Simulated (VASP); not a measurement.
# GaN (F-43m) in VASP: single point with LDA

Aim: the single point of GaN with LDA.

Program: VASP 6.6.1. These are calculated values, not measurements. Logs are shortened: lines on timing, memory, paths and dates and some standing lists are left out, and cuts for length are marked.

### 1 The cell of the first run

It takes space group F-43m (No. 216, cubic). Conventional cell: a = 4.455 Å, b = 4.455 Å, c = 4.455 Å, α = 90.00°, β = 90.00°, γ = 90.00°. Ga (site symmetry -43m) has 4 N at 1.93 Å within 2.6 Å. Within 2.6 Å of N (site symmetry -43m) lie 4 Ga at 1.93 Å.

### 2 Single point, LDA

INCAR

```
SYSTEM = GaN
PREC = Accurate
ENCUT = 1330
EDIFF = 1E-6
ISMEAR = 0
SIGMA = 0.02
LREAL = .False.
LASPH = .True.
NELM = 120
ALGO = Normal
ISIF = 2
LWAVE = .False.
LCHARG = .False.
NBANDS = 16
GGA_COMPAT = .False.
```

KPOINTS

```
Automatic mesh
0
Gamma
  10 10 10
  0 0 0
```

POSCAR

```
GaN
1.0
    0.0000000000      2.2276997608      2.2276997608
    2.2276997608      0.0000000000      2.2276997608
    2.2276997608      2.2276997608      0.0000000000
Ga N
1 1
Direct
    0.0000000000      0.0000000000      0.0000000000
    0.2500000000      0.2500000000      0.2500000000
```

Potentials or basis: VASP PAW LDA potentials, release 64 (Ga_d, N_h).

The run is started by

```
$ cat potpaw_LDA.64/Ga_d/POTCAR potpaw_LDA.64/N_h/POTCAR > POTCAR
$ mpirun -np 1 vasp_std > vasp.out
```

OUTCAR:

```text
SYSTEM = GaN
   PREC = Accurate
   ENCUT = 1330
   EDIFF = 1E-6
   ISMEAR = 0
   LREAL = .False.
   LASPH = .True.
   NELM = 120
   ISIF = 2

 ion  position               nearest neighbor table
   1  0.000  0.000  0.000-   2 1.93   2 1.93   2 1.93   2 1.93
   2  0.250  0.250  0.250-   1 1.93   1 1.93   1 1.93   1 1.93

  LATTYP: Found a face centered cubic cell.
 ALAT       =     4.4553995216

  Lattice vectors:

 A1 = (   0.0000000000,   2.2276997608,   2.2276997608)
 A2 = (   2.2276997608,   0.0000000000,   2.2276997608)
 A3 = (   2.2276997608,   2.2276997608,   0.0000000000)

Analysis of symmetry for initial positions (statically):
=====================================================================
 Subroutine PRICEL returns:
 Original cell was already a primitive cell.

 Routine SETGRP: Setting up the symmetry group for a
 face centered cubic supercell.

 Subroutine GETGRP returns: Found 24 space group operations
 (whereof 24 operations were pure point group operations)
 out of a pool of 48 trial point group operations.

The static configuration has the point symmetry T_d .

Analysis of symmetry for dynamics (positions and initial velocities):
=====================================================================
 Subroutine PRICEL returns:
 Original cell was already a primitive cell.

 Routine SETGRP: Setting up the symmetry group for a
 face centered cubic supercell.

 Subroutine GETGRP returns: Found 24 space group operations
 (whereof 24 operations were pure point group operations)
 out of a pool of 48 trial point group operations.

The dynamic configuration has the point symmetry T_d .

 Subroutine INISYM returns: Found 24 space group operations
 (whereof 24 operations are pure point group operations),
 and found     1 'primitive' translations

----------------------------------------------------------------------------------------

                                     Primitive cell

  volume of cell :      22.1106

  direct lattice vectors                    reciprocal lattice vectors
     0.000000000  2.227699761  2.227699761    -0.224446763  0.224446763  0.224446763
     2.227699761  0.000000000  2.227699761     0.224446763 -0.224446763  0.224446763
     2.227699761  2.227699761  0.000000000     0.224446763  0.224446763 -0.224446763

  length of vectors
     3.150443215  3.150443215  3.150443215     0.388753197  0.388753197  0.388753197

  position of ions in fractional coordinates (direct lattice)
     0.000000000  0.000000000  0.000000000
     0.250000000  0.250000000  0.250000000

  ion indices of the primitive-cell ions
   primitive index   ion index
                 1           1
                 2           2

----------------------------------------------------------------------------------------

 KPOINTS: Automatic mesh

Automatic generation of k-mesh.
 Grid dimensions read from file:
 generate k-points for:   10   10   10

 Generating k-lattice:

  Cartesian coordinates                     Fractional coordinates (reciprocal lattice)
    -0.022444676  0.022444676  0.022444676     0.100000000  0.000000000  0.000000000
     0.022444676 -0.022444676  0.022444676     0.000000000  0.100000000  0.000000000
     0.022444676  0.022444676 -0.022444676     0.000000000  0.000000000  0.100000000

  Length of vectors
     0.038875320  0.038875320  0.038875320

  Shift w.r.t. Gamma in fractional coordinates (k-lattice)
     0.000000000  0.000000000  0.000000000

 Subroutine IBZKPT returns following result:
 ===========================================

 Found     47 irreducible k-points:

 Following reciprocal coordinates:
            Coordinates               Weight
  0.000000  0.000000  0.000000      1.000000
  0.100000  0.000000  0.000000      8.000000
  0.200000  0.000000  0.000000      8.000000
  0.300000  0.000000  0.000000      8.000000
  0.400000  0.000000  0.000000      8.000000
  0.500000  0.000000  0.000000      4.000000
[... 16 lines left out ...]
  0.300000  0.300000  0.000000      6.000000
  0.400000  0.300000  0.000000     24.000000
 [... further k-points ...]
   k-points           NKPTS =     47   k-points in BZ     NKDIM =     47   number of bands    NBANDS=     16
   number of dos      NEDOS =    301   number of ions     NIONS =      2
   total plane-waves  NPLWV =  64000
   dimension x,y,z NGX =    40 NGY =   40 NGZ =   40
   dimension x,y,z NGXF=    80 NGYF=   80 NGZF=   80
   ions per type =               1   1
   NGX,Y,Z   is equivalent  to a cutoff of  21.11, 21.11, 21.11 a.u.
   NGXF,Y,Z  is equivalent  to a cutoff of  42.22, 42.22, 42.22 a.u.
 SYSTEM =  GaN
   PREC   = accura    normal or accurate (medium, high low for compatibility)
   ISTART =      0    job   : 0-new  1-cont  2-samecut
   ICHARG =      2    charge: 1-file 2-atom 10-const
   ISPIN  =      1    spin polarized calculation?
   LNONCOLLINEAR =      F non collinear calculations
   LSORBIT =      F    spin-orbit coupling
   LASPH  =      T    aspherical Exc in radial PAW
   ENCUT  = 1330.0 eV  97.75 Ry    9.89 a.u.   9.37  9.37  9.37*2*pi/ulx,y,z
   NELM   =    120;   NELMIN=  2; NELMDL= -5     # of ELM steps
   EDIFF  = 0.1E-05   stopping-criterion for ELM
   LREAL  =      F    real-space projection
[... 7 lines left out ...]
   TEBEG  =    0.0;   TEEND  =   0.0 temperature during run
   PSTRESS=    0.0 pullay stress
   NELECT =      18.0000    total number of electrons
   NUPDOWN=      -1.0000    fix difference up-down
   EMIN   =  10.00;   EMAX   =-10.00  energy-range for DOS
   EFERMI =   0.00;   METHOD = LEGACY
   ISMEAR =     0;   SIGMA  =   0.02  broadening in eV -4-tet -1-fermi 0-gaus
   EFERMI_NEDOS =   21; number of points for ismear=-14 and -15
   IALGO  =     38    algorithm
   IMIX   =      4    mixing-type and parameters
     AMIX     =   0.40;   BMIX     =  1.00
     AMIX_MAG =   1.60;   BMIX_MAG =  1.00
  volume/ion in A,a.u.               =      11.06        74.60
  Fermi-wavevector in a.u.,A,eV,Ry     =   1.528618  2.888669 31.792372  2.336673
  Thomas-Fermi vector in A             =   2.636352
   LORBIT       =      0    0 simple, 1 ext, 2 COOP (PROOUT), +10 PAW based schemes
   GGA     = CA    functional components
   LHFCALC =     F    Hartree Fock is set to
   AEXX    =    0.0000 exact exchange contribution
   IVDW    =     0    specifies the selected vdW correction
   LEPSILON=     F    determine dielectric tensor
   LRPA    =     F    only Hartree local field effects (RPA)
 non-spin polarized calculation
 Gauss-broadening in eV      SIGMA  =   0.02
  energy-cutoff  :     1330.00
  volume of cell :       22.11
 maximum number of plane-waves:      2454
 NGX is ok and might be reduce to    40
   NGX = 19   NGY = 19   NGZ = 19

 number of electron      18.0000001 magnetization

 Free energy of the ion-electron system (eV)
  ---------------------------------------------------
  ext. energy  EPLUGINS =         0.00000000
  ---------------------------------------------------
  free energy    TOTEN  =       -13.94716630 eV

  energy without entropy =      -13.94716630  energy(sigma->0) =      -13.94716630

 E-fermi :   5.9451     XC(G=0): -12.3189

 val. band max:        5.7380570755   @ k =   0.0000   0.0000   0.0000
 cond. band min:       7.7118949431   @ k =   0.0000   0.0000   0.0000
 fundamental gap:      1.9738378676
 Fermi energy:         5.9450861274

 k-point     1 :       0.0000    0.0000    0.0000
  band No.  band energies     occupation
      1     -10.3684      2.00000
      2      -7.8524      2.00000
      3      -7.8524      2.00000
      4      -7.8524      2.00000
      5      -7.4981      2.00000
      6      -7.4981      2.00000
[... 8 lines left out ...]
     15      24.6822      0.00000
     16      24.6822      0.00000

 k-point     2 :       0.1000    0.0000    0.0000
  band No.  band energies     occupation
      1     -10.2487      2.00000
      2      -7.8374      2.00000
      3      -7.8374      2.00000
      4      -7.8145      2.00000
      5      -7.4996      2.00000
      6      -7.4996      2.00000
[... 8 lines left out ...]
     15      23.4006      0.00000
     16      23.4006      0.00000

 k-point     3 :       0.2000    0.0000    0.0000
  band No.  band energies     occupation
      1      -9.9470      2.00000
      2      -7.8025      2.00000
      3      -7.8025      2.00000
      4      -7.6485      2.00000
      5      -7.4985      2.00000
      6      -7.4985      2.00000
[... 8 lines left out ...]
     15      22.6255      0.00000
     16      22.6255      0.00000

 k-point     4 :       0.3000    0.0000    0.0000
  band No.  band energies     occupation
      1      -9.6292      2.00000
      2      -7.7717      2.00000
      3      -7.7717      2.00000
      4      -7.4835      2.00000
      5      -7.4835      2.00000
      6      -7.2229      2.00000
[... 8 lines left out ...]
     15      23.1339      0.00000
     16      23.1339      0.00000

 k-point     5 :       0.4000    0.0000    0.0000
  band No.  band energies     occupation
      1      -9.4451      2.00000
      2      -7.7586      2.00000
      3      -7.7586      2.00000
      4      -7.4586      2.00000
      5      -7.4586      2.00000
      6      -6.5402      2.00000
[... 8 lines left out ...]
     15      24.5783      0.00000
     16      24.5783      0.00000

 k-point     6 :       0.5000    0.0000    0.0000
  band No.  band energies     occupation
      1      -9.3936      2.00000
      2      -7.7562      2.00000
      3      -7.7562      2.00000
      4      -7.4461      2.00000
      5      -7.4461      2.00000
      6      -6.1186      2.00000
[... 8 lines left out ...]
     15      25.6115      0.00000
     16      25.6115      0.00000
[... 267 lines left out ...]
 k-point    21 :      -0.3000    0.2000    0.0000
  band No.  band energies     occupation
      1      -9.3708      2.00000
      2      -7.7471      2.00000
      3      -7.6968      2.00000
      4      -7.5062      2.00000
      5      -7.5051      2.00000
      6      -6.4009      2.00000
[... 8 lines left out ...]
     15      23.1987      0.00000
     16      26.6125      0.00000

 k-point    22 :      -0.2000    0.2000    0.0000
  band No.  band energies     occupation
      1      -9.5319      2.00000
      2      -7.7549      2.00000
      3      -7.7372      2.00000
      4      -7.5236      2.00000
      5      -7.5173      2.00000
      6      -7.0268      2.00000
[... 8 lines left out ...]
     15      23.2379      0.00000
     16      26.5304      0.00000

 k-point    23 :       0.3000    0.3000    0.0000
  band No.  band energies     occupation
      1      -9.4406      2.00000
      2      -7.6995      2.00000
      3      -7.6426      2.00000
      4      -7.6426      2.00000
      5      -7.4424      2.00000
      6      -7.0109      2.00000
[... 8 lines left out ...]
     15      28.0516      0.00000
     16      28.6387      0.00000

 k-point    24 :       0.4000    0.3000    0.0000
  band No.  band energies     occupation
      1      -9.3210      2.00000
      2      -7.7180      2.00000
      3      -7.6052      2.00000
      4      -7.6039      2.00000
      5      -7.4312      2.00000
      6      -6.5060      2.00000
[... 8 lines left out ...]
     15      28.4411      0.00000
     16      28.4747      0.00000

 [... further k-points ...]
[... 5 lines left out ...]
  --------------------------------------------------------------------------------------
  -------------------------------------------------------------------------------------
  Total        0.1340512      0.1340512      0.1340512     -0.0000000     -0.0000000      0.0000000
  in kB        9.7136281      9.7136281      9.7136281     -0.0000000     -0.0000000      0.0000000
  external PRESSURE =       9.7136281 kB  Pullay stress =       0.0000000 kB

 VOLUME and BASIS-vectors are now :
 -----------------------------------------------------------------------------
  energy-cutoff  :     1330.00
  volume of cell :       22.11
      direct lattice vectors                 reciprocal lattice vectors
     0.000000000  2.227699761  2.227699761    -0.224446763  0.224446763  0.224446763
     2.227699761  0.000000000  2.227699761     0.224446763 -0.224446763  0.224446763
     2.227699761  2.227699761  0.000000000     0.224446763  0.224446763 -0.224446763

 POSITION                                       TOTAL-FORCE (eV/Angst)
 -----------------------------------------------------------------------------------
      0.00000      0.00000      0.00000        -0.000000      0.000000     -0.000000
      1.11385      1.11385      1.11385         0.000000     -0.000000      0.000000
 -----------------------------------------------------------------------------------
    total drift:                               -0.000000     -0.000000     -0.000000

  FREE ENERGIE OF THE ION-ELECTRON SYSTEM (eV)
  ---------------------------------------------------
  free  energy   TOTEN  =       -13.9471663028 eV

  energy  without entropy=      -13.9471663028  energy(sigma->0) =      -13.94716630
```

Wall time 45 s (1 thread of Intel Xeon Platinum 8375C at 2.90GHz (Ice Lake), shared host); peak memory 0.24 GiB.

Results:

```
Free energy            : -13.9472 eV
Pressure               : 1.0 GPa
Band gap on the k mesh : 1.97 eV
```

Levels at points of the mesh, in eV from the valence-band top:
```csv
k point,band 7,band 8,band 9,band 10,band 11,band 12
"(0.00, 0.00, 0.00)",0.00,0.00,0.00,1.97,10.33,10.33
"(0.50, 0.00, 0.00)",-7.35,-1.02,-1.02,4.78,8.77,10.39
"(0.50, 0.50, 0.00)",-6.35,-2.86,-2.86,3.26,6.69,11.75
```
